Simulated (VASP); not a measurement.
# Ca3Pt (R-3m) in VASP: single point with PBE

Aim: the single point of Ca3Pt with PBE.

Everything below comes from runs of VASP 6.6.1. Logs are shortened: lines on timing, memory, paths and dates and some standing lists are left out, and cuts for length are marked.

## Step 1: The cell of the first run

The structure is trigonal, space group R-3m (No. 166). Conventional cell: a = 3.106 Å, b = 3.106 Å, c = 30.509 Å, α = 90.00°, β = 90.00°, γ = 120.00°. Ca (site symmetry 3m) has 3 Pt at 3.06 Å and 9 Ca at 3.11 to 3.16 Å within 4.0 Å. Ca (site symmetry -3m) has 12 Ca at 3.11 to 3.16 Å within 4.1 Å. Within 4.0 Å of Pt (site symmetry -3m) lie 6 Ca at 3.06 Å and 6 Pt at 3.11 Å.

The cell was generated, and may not be a known phase.

## Step 2: Single point, PBE

The input, INCAR:

```
SYSTEM = Ca3Pt
  ALGO = Normal
  EDIFF = 1E-7
  ENCUT = 520
  GGA = PE
  ISIF = 2
  ISMEAR = 0
  LASPH = .TRUE.
  LCHARG = .FALSE.
  LREAL = .FALSE.
  LWAVE = .FALSE.
  NBANDS = 28
  NELM = 60
  PREC = Accurate
  SIGMA = 0.1
```

The input, KPOINTS:

```
k-points
0
G
  6 6 6
  0 0 0
```

The input, POSCAR:

```
Ca3Pt
1.0
    1.5532482100      0.8967682700     10.1696815200
   -1.5532482100      0.8967682700     10.1696815200
    0.0000000000     -1.7935365500     10.1696815200
Ca Pt
3 1
Direct
    0.2519355400      0.2519355400      0.2519355400
    0.5000000000      0.5000000000      0.5000000000
    0.7480644600      0.7480644600      0.7480644600
    0.0000000000      0.0000000000      0.0000000000
```

Potentials or basis: VASP PAW PBE potentials, release 64 (Ca_sv, Pt).

Command:

```bash
$ cat potpaw_PBE.64/Ca_sv/POTCAR potpaw_PBE.64/Pt/POTCAR > POTCAR
$ mpirun -np 1 vasp_std > vasp.out
```

OUTCAR:

```text
SYSTEM = Ca3Pt
   EDIFF = 1E-7
   ENCUT = 520
   GGA = PE
   ISIF = 2
   ISMEAR = 0
   LASPH = .TRUE.
   LREAL = .FALSE.
   NELM = 60
   PREC = Accurate

 ion  position               nearest neighbor table
   1  0.252  0.252  0.252-   4 3.06   4 3.06   4 3.06   2 3.16   2 3.16   2 3.16
   2  0.500  0.500  0.500-   1 3.16   1 3.16   3 3.16   3 3.16   1 3.16   3 3.16
   3  0.748  0.748  0.748-   4 3.06   4 3.06   4 3.06   2 3.16   2 3.16   2 3.16
   4  0.000  0.000  0.000-   3 3.06   3 3.06   1 3.06   1 3.06   3 3.06   1 3.06

  LATTYP: Found a trigonal (rhomboedric) cell.
 ALAT       =    10.3266255645
 COS(alpha) =     0.9547524718

  Lattice vectors:

 A1 = (   1.5532482100,   0.8967682700,  10.1696815200)
 A2 = (  -1.5532482100,   0.8967682700,  10.1696815200)
 A3 = (   0.0000000000,  -1.7935365500,  10.1696815200)

Analysis of symmetry for initial positions (statically):
=====================================================================
 Subroutine PRICEL returns:
 Original cell was already a primitive cell.

 Routine SETGRP: Setting up the symmetry group for a
 trigonal (rhombohedral) supercell.

 Subroutine GETGRP returns: Found 12 space group operations
 (whereof 12 operations were pure point group operations)
 out of a pool of 12 trial point group operations.

The static configuration has the point symmetry D_3d.

Analysis of symmetry for dynamics (positions and initial velocities):
=====================================================================
 Subroutine PRICEL returns:
 Original cell was already a primitive cell.

 Routine SETGRP: Setting up the symmetry group for a
 trigonal (rhombohedral) supercell.

 Subroutine GETGRP returns: Found 12 space group operations
 (whereof 12 operations were pure point group operations)
 out of a pool of 12 trial point group operations.

The dynamic configuration has the point symmetry D_3d.

 Subroutine INISYM returns: Found 12 space group operations
 (whereof 12 operations are pure point group operations),
 and found     1 'primitive' translations

----------------------------------------------------------------------------------------

                                     Primitive cell

  volume of cell :      84.9923

[... 89 lines left out ...]
   LASPH  =      T    aspherical Exc in radial PAW
   ENCUT  =  520.0 eV  38.22 Ry    6.18 a.u.  19.20 19.20 19.20*2*pi/ulx,y,z
   NELM   =     60;   NELMIN=  2; NELMDL= -5     # of ELM steps
   EDIFF  = 0.1E-06   stopping-criterion for ELM
   LREAL  =      F    real-space projection
   EDIFFG = 0.1E-05   stopping-criterion for IOM
   NSW    =      0    number of steps for IOM
   IBRION =     -1    ionic relax: 0-MD 1-quasi-New 2-CG
   NFREE  =      0    steps in history (QN), initial steepest desc. (CG)
   ISIF   =      2    stress and relaxation
   ISYM   =      2    0-nonsym 1-usesym 2-fastsym
   POTIM  = 0.5000    time-step for ionic-motion
   TEBEG  =    0.0;   TEEND  =   0.0 temperature during run
   PSTRESS=    0.0 pullay stress
   NELECT =      40.0000    total number of electrons
   NUPDOWN=      -1.0000    fix difference up-down
   EMIN   =  10.00;   EMAX   =-10.00  energy-range for DOS
   EFERMI =   0.00;   METHOD = LEGACY
   ISMEAR =     0;   SIGMA  =   0.10  broadening in eV -4-tet -1-fermi 0-gaus
   EFERMI_NEDOS =   21; number of points for ismear=-14 and -15
   IALGO  =     38    algorithm
   IMIX   =      4    mixing-type and parameters
     AMIX     =   0.40;   BMIX     =  1.00
     AMIX_MAG =   1.60;   BMIX_MAG =  1.00
  volume/ion in A,a.u.               =      21.25       143.39
  Fermi-wavevector in a.u.,A,eV,Ry     =   1.273410  2.406396 22.062841  1.621573
  Thomas-Fermi vector in A             =   2.406235
   LORBIT       =      0    0 simple, 1 ext, 2 COOP (PROOUT), +10 PAW based schemes
   GGA     = PE    functional components
   LHFCALC =     F    Hartree Fock is set to
   AEXX    =    0.0000 exact exchange contribution
   IVDW    =     0    specifies the selected vdW correction
   LEPSILON=     F    determine dielectric tensor
   LRPA    =     F    only Hartree local field effects (RPA)
 non-spin polarized calculation
 Gauss-broadening in eV      SIGMA  =   0.10
  energy-cutoff  :      520.00
  volume of cell :       84.99
 maximum number of plane-waves:      2310
 NGX is ok and might be reduce to    80
   NGX = 39   NGY = 39   NGZ = 39

 number of electron      40.0000000 magnetization

 Free energy of the ion-electron system (eV)
  ---------------------------------------------------
  ext. energy  EPLUGINS =         0.00000000
  ---------------------------------------------------
  free energy    TOTEN  =        -9.59513455 eV

  energy without entropy =       -9.57487152  energy(sigma->0) =       -9.58500303

 E-fermi :   5.9458     XC(G=0): -10.5056

 val. band max:        5.9293205119   @ k =  -0.3333   0.5000   0.1667
 cond. band min:       5.9554051425   @ k =   0.3333   0.3333   0.0000
 fundamental gap:      0.0260846307
 Fermi energy:         5.9457612970

 k-point     1 :       0.0000    0.0000    0.0000
  band No.  band energies     occupation
      1     -35.0466      2.00000
      2     -35.0242      2.00000
      3     -34.7839      2.00000
      4     -16.4020      2.00000
      5     -16.0834      2.00000
      6     -15.6526      2.00000
[... 733 lines left out ...]
     27       8.6482      0.00000
     28       9.5174      0.00000

 [... further k-points ...]

------------------------ aborting loop because EDIFF is reached ----------------------------------------

  FORCE on cell =-STRESS in cart. coord.  units (eV):
  Direction    XX          YY          ZZ          XY          YZ          ZX
  --------------------------------------------------------------------------------------
  -------------------------------------------------------------------------------------
  Total        9.4733547      9.4733547      7.1038641      0.0000000     -0.0000000      0.0000000
  in kB      178.5807659    178.5807664    133.9138591      0.0000000     -0.0000000      0.0000000
  external PRESSURE =     163.6917971 kB  Pullay stress =       0.0000000 kB

 VOLUME and BASIS-vectors are now :
 -----------------------------------------------------------------------------
  energy-cutoff  :      520.00
  volume of cell :       84.99
      direct lattice vectors                 reciprocal lattice vectors
     1.553248210  0.896768270 10.169681520     0.321906053  0.185852546  0.032777165
    -1.553248210  0.896768270 10.169681520    -0.321906053  0.185852546  0.032777165
     0.000000000 -1.793536550 10.169681520     0.000000000 -0.371705092  0.032777165

 POSITION                                       TOTAL-FORCE (eV/Angst)
 -----------------------------------------------------------------------------------
      0.00000     -0.00000      7.68631         0.000000     -0.000000      2.074793
      0.00000     -0.00000     15.25452         0.000000      0.000000     -0.000000
      0.00000     -0.00000     22.82273         0.000000      0.000000     -2.074793
      0.00000      0.00000      0.00000         0.000000      0.000000      0.000000
 -----------------------------------------------------------------------------------
    total drift:                                0.000000      0.000000     -0.000000

  FREE ENERGIE OF THE ION-ELECTRON SYSTEM (eV)
  ---------------------------------------------------
  free  energy   TOTEN  =        -9.5951345454 eV

  energy  without entropy=       -9.5748715192  energy(sigma->0) =       -9.58500303
```

stdout:

```text
POSCAR found type information on POSCAR CaPt
 POSCAR found :  2 types and       4 ions
 scaLAPACK will be used
 LDA part: xc-table for (Slater+PW92), standard interpolation
 POSCAR, INCAR and KPOINTS ok, starting setup
 FFT: planning ... GRIDC
 FFT: planning ... GRID_SOFT
 FFT: planning ... GRID
 WAVECAR not read
 entering main loop
```

It took 17 min on 1 thread of Intel Xeon Platinum 8488C (Sapphire Rapids), shared host; peak memory 0.95 GiB.

What came out:

```
Free energy            : -9.5951 eV
Pressure               : 16.4 GPa
Largest force          : 2.075 eV/Å
Band gap on the k mesh : zero (bands 20 and 21 overlap by 1.56 eV)
```

Forces in eV/Å, atoms in the order of the input:
```
Ca   0.000  0.000  2.075
Ca   0.000  0.000  0.000
Ca   0.000  0.000 -2.075
Pt   0.000  0.000  0.000
```

Levels at points of the mesh, in eV from the Fermi level:
| k point | band 17 | band 18 | band 19 | band 20 | band 21 | band 22 | band 23 | band 24 |
| --- | --- | --- | --- | --- | --- | --- | --- | --- |
| (0.00, 0.00, 0.00) | -2.80 | -2.80 | -1.87 | -1.87 | -0.73 | 0.97 | 1.62 | 2.45 |
| (0.50, 0.00, 0.00) | -1.45 | -1.16 | -0.73 | -0.21 | -0.07 | 0.28 | 0.70 | 1.76 |
| (0.50, 0.50, 0.00) | -1.16 | -1.05 | -0.73 | -0.60 | -0.07 | 0.11 | 0.92 | 1.66 |
| (0.50, 0.50, 0.50) | -2.80 | -1.99 | -1.87 | -1.87 | -1.28 | 0.96 | 1.61 | 2.45 |

Caveat: the k points lie up to 0.39 Å⁻¹ apart, too coarse for converged energies and pressures of a metal; spin-orbit coupling is left out, which moves the levels of the heavy elements; forces of over 1 eV/Å act on the atoms, so gaps and moduli don't describe the material at rest.

The gap in the log of VASP goes by the Fermi energy; the results here count the filled bands.